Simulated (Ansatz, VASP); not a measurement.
HgTe in VASP and in Ansatz

```
Hg Te
1.0
     0.00000    3.20187    3.20187
     3.20187    0.00000    3.20187
     3.20187    3.20187    0.00000
Hg Te
1 1
Direct
  0.00000 0.00000 0.00000
  0.25000 0.25000 0.25000
```

Change from the starting cell: volume scaled by 0.98, ions relaxed.

Alike in both runs: functional PBE; k mesh 13 × 13 × 13; occupations fermi-dirac, width 0.05 eV; no spin polarisation.

Ansatz relaxed the structure, and its values are those at the end. VASP's run is a single point on that final structure, the one shown.

```csv
,VASP,Ansatz
version,VASP 6.6.1,Ansatz 0.2.0
potentials or method,"VASP PAW PBE potentials, release 64 (Hg, Te)","plane-wave PAW, scalar-relativistic"
plane-wave cutoff (eV),520,420
valence electrons in the cell,18,36
```

VASP gave:

* pressure (GPa): 5.3

Question: Which values does Ansatz return?

Answer: Pressure (GPa): 5.2.

The functional is the same, so the differences come from potentials, cutoffs and numerics. VASP's potentials hold 18 valence electrons a cell and Ansatz's 36, so a difference there can come from the potentials and not from the codes. Ansatz's warnings: stress scf threshold loose.

Spin-orbit coupling is off throughout.
